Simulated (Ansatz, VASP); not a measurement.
# ZnS3 in VASP and in Ansatz

```xyz
4
Lattice="0.0000 3.1808 3.1808 3.1808 0.0000 3.1808 3.1808 3.1808 0.0000" Properties=species:S:1:pos:R:3 pbc="T T T"
Zn    0.0000    0.0000    0.0000
S     1.5904    1.5904    1.5904
S     4.7712    4.7712    4.7712
S     3.1808    3.1808    3.1808
```

Change from the starting cell: species swapped into the V3Mo type (Fm-3m, No. 225).

Alike in both runs: functional PBE; k mesh 6 × 6 × 6; occupations gaussian, width 0.1 eV; no spin polarisation.

Ansatz relaxed the structure, and its values are those at the end. VASP's run is a single point on that final structure, the one shown.

|  | VASP | Ansatz |
| --- | --- | --- |
| version | VASP 6.6.1 | Ansatz 0.2.0 |
| potentials or method | VASP PAW PBE potentials, release 64 (Zn, S), cutoff 520 eV | scalar-relativistic, plane waves, PAW |
| valence electrons in the cell | 30 | 30 |

```tsv
	VASP	Ansatz	Ansatz less VASP
gap on the k mesh at the Fermi level (eV)	none	none	-
pressure (GPa)	0.0	0.0	+0.01
```

A gap of «none» marks a metal or a gap that the smearing closes.
